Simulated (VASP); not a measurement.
# MgO (I4/mmm) in VASP: further runs

The runs below take MgO through single point, with PBEsol.

All numbers are computed with VASP 6.6.1; they aren't measurements. Logs are shortened: lines on timing, memory, paths and dates and some standing lists are left out, and cuts for length are marked.

## 1. The cell of the first run

The structure is tetragonal, space group I4/mmm (No. 139). Conventional cell: a = 3.020 Å, b = 3.020 Å, c = 4.334 Å, α = 90.00°, β = 90.00°, γ = 90.00°. Within 2.8 Å of Mg (site symmetry 4/mmm) lie 6 O at 2.14 to 2.17 Å. Within 2.8 Å of O (site symmetry 4/mmm) lie 6 Mg at 2.14 to 2.17 Å.

## 2. Single point, PBEsol (strain +0.0150 x Voigt [1, 0, 0, 0, 0, 0])

INCAR reads:

```
PREC = Accurate
ENCUT = 520
EDIFF = 1E-6
ISMEAR = 0
SIGMA = 0.05
LREAL = False
LASPH = True
NELM = 100
ALGO = Normal
ISIF = 2
LWAVE = False
LCHARG = False
GGA = PS
NBANDS = 11
```

KPOINTS reads:

```
Automatic mesh
0
Gamma
  10 10 10
```

POSCAR reads:

```
MgO
1.0
    0.0000000000      2.1351500000      2.1351500000
    2.1671772500      0.0000000000      2.1351500000
    2.1671772500      2.1351500000      0.0000000000
Mg O
1 1
Direct
    0.0000000000      0.0000000000      0.0000000000
    0.5000000000      0.5000000000      0.5000000000
```

Potentials or basis: VASP PAW PBE potentials, release 64 (Mg, O).

The run is started by

```
cat potpaw_PBE.64/Mg/POTCAR potpaw_PBE.64/O/POTCAR > POTCAR
mpirun -np 1 vasp_std > vasp.out
```

OUTCAR:

```text
PREC = Accurate
   ENCUT = 520
   EDIFF = 1E-6
   ISMEAR = 0
   LREAL = False
   LASPH = True
   NELM = 100
   ISIF = 2
   GGA = PS

 ion  position               nearest neighbor table
   1  0.000  0.000  0.000-   2 2.14   2 2.14   2 2.14   2 2.14   2 2.17   2 2.17
   2  0.500  0.500  0.500-   1 2.14   1 2.14   1 2.14   1 2.14   1 2.17   1 2.17

  LATTYP: Found a body centered tetragonal cell.
 ALAT       =     3.0195580877
 C/A-ratio  =     1.4354267658

  Lattice vectors:

 A1 = (   2.1671772500,   0.0000000000,   2.1351500000)
 A2 = (   2.1671772500,   0.0000000000,  -2.1351500000)
 A3 = (  -2.1671772500,   2.1351500000,   0.0000000000)

Analysis of symmetry for initial positions (statically):
=====================================================================
 Subroutine PRICEL returns:
 Original cell was already a primitive cell.

 Routine SETGRP: Setting up the symmetry group for a
 body centered tetragonal supercell.

 Subroutine GETGRP returns: Found 16 space group operations
 (whereof 16 operations were pure point group operations)
 out of a pool of 16 trial point group operations.

The static configuration has the point symmetry D_4h.

Analysis of symmetry for dynamics (positions and initial velocities):
=====================================================================
 Subroutine PRICEL returns:
 Original cell was already a primitive cell.

 Routine SETGRP: Setting up the symmetry group for a
 body centered tetragonal supercell.

 Subroutine GETGRP returns: Found 16 space group operations
 (whereof 16 operations were pure point group operations)
 out of a pool of 16 trial point group operations.

The dynamic configuration has the point symmetry D_4h.

 Subroutine INISYM returns: Found 16 space group operations
 (whereof 16 operations are pure point group operations),
 and found     1 'primitive' translations

----------------------------------------------------------------------------------------

                                     Primitive cell

  volume of cell :      19.7597

  direct lattice vectors                    reciprocal lattice vectors
     0.000000000  2.135150000  2.135150000    -0.230714862  0.234175585  0.234175585
     2.167177250  0.000000000  2.135150000     0.230714862 -0.234175585  0.234175585
     2.167177250  2.135150000  0.000000000     0.230714862  0.234175585 -0.234175585

  length of vectors
     3.019558088  3.042289065  3.042289065     0.403615853  0.403615853  0.403615853
[... 88 lines left out ...]
   ISYM   =      2    0-nonsym 1-usesym 2-fastsym
   POTIM  = 0.5000    time-step for ionic-motion
   TEBEG  =    0.0;   TEEND  =   0.0 temperature during run
   PSTRESS=    0.0 pullay stress
   NELECT =       8.0000    total number of electrons
   NUPDOWN=      -1.0000    fix difference up-down
   EMIN   =  10.00;   EMAX   =-10.00  energy-range for DOS
   EFERMI =   0.00;   METHOD = LEGACY
   ISMEAR =     0;   SIGMA  =   0.05  broadening in eV -4-tet -1-fermi 0-gaus
   EFERMI_NEDOS =   21; number of points for ismear=-14 and -15
   IALGO  =     38    algorithm
   IMIX   =      4    mixing-type and parameters
     AMIX     =   0.40;   BMIX     =  1.00
     AMIX_MAG =   1.60;   BMIX_MAG =  1.00
  volume/ion in A,a.u.               =       9.88        66.67
  Fermi-wavevector in a.u.,A,eV,Ry     =   1.211094  2.288635 19.956318  1.466748
  Thomas-Fermi vector in A             =   2.346620
   LORBIT       =      0    0 simple, 1 ext, 2 COOP (PROOUT), +10 PAW based schemes
   GGA     = PS    functional components
   LHFCALC =     F    Hartree Fock is set to
   AEXX    =    0.0000 exact exchange contribution
   IVDW    =     0    specifies the selected vdW correction
   LEPSILON=     F    determine dielectric tensor
   LRPA    =     F    only Hartree local field effects (RPA)
 non-spin polarized calculation
 Gauss-broadening in eV      SIGMA  =   0.05
  energy-cutoff  :      520.00
  volume of cell :       19.76
 maximum number of plane-waves:       544
   NGX = 11   NGY = 11   NGZ = 11

 number of electron       8.0000000 magnetization

 Free energy of the ion-electron system (eV)
  ---------------------------------------------------
  ext. energy  EPLUGINS =         0.00000000
  ---------------------------------------------------
  free energy    TOTEN  =       -12.48260961 eV

  energy without entropy =      -12.48260961  energy(sigma->0) =      -12.48260961

 E-fermi :   2.9326     XC(G=0): -11.0418

 val. band max:        2.6810316279   @ k =   0.0000   0.0000   0.0000
 cond. band min:       6.7698779726   @ k =   0.0000   0.0000   0.0000
 fundamental gap:      4.0888463448
 Fermi energy:         2.9325642459

 k-point     1 :       0.0000    0.0000    0.0000
  band No.  band energies     occupation
      1     -14.2662      2.00000
      2       2.6473      2.00000
      3       2.6473      2.00000
      4       2.6810      2.00000
      5       6.7699      0.00000
      6      17.8798      0.00000
      7      18.0324      0.00000
      8      18.0324      0.00000
      9      21.6800      0.00000
     10      23.2646      0.00000
     11      23.7320      0.00000
[... 309 lines left out ...]
 k-point    24 :       0.4000    0.3000    0.0000
  band No.  band energies     occupation
      1     -13.1157      2.00000
      2      -0.7850      2.00000
      3       1.3995      2.00000
      4       1.6172      2.00000
      5      11.5897      0.00000
      6      12.4479      0.00000
      7      15.6264      0.00000
      8      19.8863      0.00000
      9      20.1761      0.00000
     10      26.6738      0.00000
     11      28.5314      0.00000

 [... further k-points ...]

------------------------ aborting loop because EDIFF is reached ----------------------------------------

  FORCE on cell =-STRESS in cart. coord.  units (eV):
  Direction    XX          YY          ZZ          XY          YZ          ZX
  --------------------------------------------------------------------------------------
  -------------------------------------------------------------------------------------
  Total       -1.1828382     -0.9255499     -0.9255499      0.0000000      0.0000000     -0.0000000
  in kB      -95.9079719    -75.0462879    -75.0462879      0.0000000      0.0000000     -0.0000000
  external PRESSURE =     -82.0001826 kB  Pullay stress =       0.0000000 kB

 VOLUME and BASIS-vectors are now :
 -----------------------------------------------------------------------------
  energy-cutoff  :      520.00
  volume of cell :       19.76
      direct lattice vectors                 reciprocal lattice vectors
     0.000000000  2.135150000  2.135150000    -0.230714862  0.234175585  0.234175585
     2.167177250  0.000000000  2.135150000     0.230714862 -0.234175585  0.234175585
     2.167177250  2.135150000  0.000000000     0.230714862  0.234175585 -0.234175585

 POSITION                                       TOTAL-FORCE (eV/Angst)
 -----------------------------------------------------------------------------------
      0.00000      0.00000      0.00000         0.000000      0.000000     -0.000000
      2.16718      2.13515      2.13515        -0.000000     -0.000000      0.000000
 -----------------------------------------------------------------------------------
    total drift:                               -0.000000     -0.000000      0.000000

  FREE ENERGIE OF THE ION-ELECTRON SYSTEM (eV)
  ---------------------------------------------------
  free  energy   TOTEN  =       -12.4826096059 eV

  energy  without entropy=      -12.4826096059  energy(sigma->0) =      -12.48260961
```

stdout:

```text
POSCAR found type information on POSCAR MgO
 POSCAR found :  2 types and       2 ions
 scaLAPACK will be used
 -----------------------------------------------------------------------------
|                                                                             |
|                                                                             |
|     You enforced a specific xc type in the INCAR file but a different       |
|     I HOPE YOU KNOW WHAT YOU ARE DOING!                                     |
|                                                                             |
 -----------------------------------------------------------------------------

 LDA part: xc-table for (Slater+PW92), standard interpolation
 POSCAR, INCAR and KPOINTS ok, starting setup
 FFT: planning ... GRIDC
 FFT: planning ... GRID_SOFT
 FFT: planning ... GRID
 WAVECAR not read
 entering main loop
```

It took 9.2 s on 1 thread of Intel Xeon Platinum 8488C (Sapphire Rapids), shared host; peak memory 0.15 GiB.

What came out:

* Free energy: -12.4826 eV
* Pressure: -8.2 GPa
* Band gap on the k mesh: 4.09 eV, direct

Caveat: the cell differs from its parent crystal (strain +0.0150 x Voigt [1, 0, 0, 0, 0, 0]); the PAW data sets were made with another functional, which shifts forces and pressure a little.

## 3. Single point, PBEsol (strain +0.0450 x Voigt [1, 0, 0, 0, 0, 0])

INCAR reads:

```
PREC     = Accurate       # precision mode
ENCUT    = 520            # plane-wave cutoff, eV
EDIFF    = 1E-6           # SCF threshold, eV
ISMEAR   = 0              # smearing method
SIGMA    = 0.05           # smearing width, eV
LREAL    = False          # projectors in reciprocal space
LASPH    = True           # aspherical terms in the spheres
NELM     = 100            # most SCF steps
ALGO     = Normal         # electronic algorithm
ISIF     = 2              # what is computed and relaxed
LWAVE    = False          # write WAVECAR
LCHARG   = True           # write CHGCAR
GGA      = PS             # functional
LELF     = True           # ELF
LVHAR    = True         
NBANDS   = 11             # bands
```

KPOINTS is that of step 2.

POSCAR reads:

```
MgO
1.0
    0.0000000000      2.1351500000      2.1351500000
    2.2312317500      0.0000000000      2.1351500000
    2.2312317500      2.1351500000      0.0000000000
Mg O
1 1
Direct
    0.0000000000      0.0000000000      0.0000000000
    0.5000000000      0.5000000000      0.5000000000
```

Potentials or basis: VASP PAW PBE potentials, release 64 (Mg, O).

The run is started by

```
cat potpaw_PBE.64/Mg/POTCAR potpaw_PBE.64/O/POTCAR > POTCAR
mpirun -np 1 vasp_std > vasp.out
```

OUTCAR:

```text
PREC = Accurate
   ENCUT = 520
   EDIFF = 1E-6
   ISMEAR = 0
   LREAL = False
   LASPH = True
   NELM = 100
   ISIF = 2
   GGA = PS

 ion  position               nearest neighbor table
   1  0.000  0.000  0.000-   2 2.14   2 2.14   2 2.14   2 2.14   2 2.23   2 2.23
   2  0.500  0.500  0.500-   1 2.14   1 2.14   1 2.14   1 2.14   1 2.23   1 2.23

  LATTYP: Found a body centered tetragonal cell.
 ALAT       =     3.0195580877
 C/A-ratio  =     1.4778531727

  Lattice vectors:

 A1 = (   2.2312317500,   0.0000000000,   2.1351500000)
 A2 = (   2.2312317500,   0.0000000000,  -2.1351500000)
[... 513 lines left out ...]
      7      15.2701      0.00000
      8      19.0531      0.00000
      9      19.6865      0.00000
     10      25.9464      0.00000
     11      27.9493      0.00000

 [... further k-points ...]
[... 5 lines left out ...]
  --------------------------------------------------------------------------------------
  -------------------------------------------------------------------------------------
  Total       -1.8217869     -1.2241366     -1.2241366      0.0000000      0.0000000      0.0000000
  in kB     -143.4751575    -96.4070960    -96.4070960      0.0000000      0.0000000      0.0000000
  external PRESSURE =    -112.0964498 kB  Pullay stress =       0.0000000 kB

 VOLUME and BASIS-vectors are now :
 -----------------------------------------------------------------------------
  energy-cutoff  :      520.00
  volume of cell :       20.34
      direct lattice vectors                 reciprocal lattice vectors
     0.000000000  2.135150000  2.135150000    -0.224091469  0.234175585  0.234175585
     2.231231750  0.000000000  2.135150000     0.224091469 -0.234175585  0.234175585
     2.231231750  2.135150000  0.000000000     0.224091469  0.234175585 -0.234175585

 POSITION                                       TOTAL-FORCE (eV/Angst)
 -----------------------------------------------------------------------------------
      0.00000      0.00000      0.00000         0.000000      0.000000      0.000000
      2.23123      2.13515      2.13515         0.000000      0.000000      0.000000
 -----------------------------------------------------------------------------------
    total drift:                               -0.000000     -0.000000      0.000000

  FREE ENERGIE OF THE ION-ELECTRON SYSTEM (eV)
  ---------------------------------------------------
  free  energy   TOTEN  =       -12.4390987336 eV

  energy  without entropy=      -12.4390987336  energy(sigma->0) =      -12.43909873
```

OSZICAR:

```text
N       E                     dE             d eps       ncg     rms          rms(c)
DAV:   1     0.147799799246E+02    0.14780E+02   -0.46030E+03  2524   0.642E+02
DAV:   2    -0.131154519122E+02   -0.27895E+02   -0.27327E+02  2613   0.134E+02
DAV:   3    -0.138260882725E+02   -0.71064E+00   -0.70993E+00  2714   0.189E+01
DAV:   4    -0.138280191526E+02   -0.19309E-02   -0.19308E-02  2481   0.113E+00
DAV:   5    -0.138280255644E+02   -0.64118E-05   -0.64117E-05  2658   0.640E-02    0.663E+00
DAV:   6    -0.124825327328E+02    0.13455E+01   -0.82736E+00  2358   0.151E+01    0.234E+00
DAV:   7    -0.124544700188E+02    0.28063E-01   -0.80471E-02  2466   0.231E+00    0.133E+00
DAV:   8    -0.124396765888E+02    0.14793E-01   -0.31367E-02  2352   0.194E+00    0.264E-01
DAV:   9    -0.124392361086E+02    0.44048E-03   -0.55419E-04  2595   0.164E-01    0.161E-01
DAV:  10    -0.124390966586E+02    0.13945E-03   -0.61144E-04  2475   0.186E-01    0.619E-03
DAV:  11    -0.124390981125E+02   -0.14539E-05   -0.61023E-06  2505   0.162E-02    0.333E-03
DAV:  12    -0.124390987336E+02   -0.62108E-06   -0.99260E-08  1323   0.328E-03
   1 F= -.12439099E+02 E0= -.12439099E+02  d E =-.163005E-11
```

It took 9.2 s on 1 thread of Intel Xeon Platinum 8488C (Sapphire Rapids), shared host; peak memory 0.15 GiB.

What came out:

```yaml
Free_energy: -12.4391 eV
Pressure: -11.2 GPa
Band_gap_on_the_k_mesh: 3.79 eV, direct
```

Stress tensor (GPa, compression positive):
```
-14.35   0.00   0.00
  0.00  -9.64   0.00
  0.00   0.00  -9.64
```

Caveat: the cell differs from its parent crystal (strain +0.0450 x Voigt [1, 0, 0, 0, 0, 0]); the PAW data sets were made with another functional, which shifts forces and pressure a little.
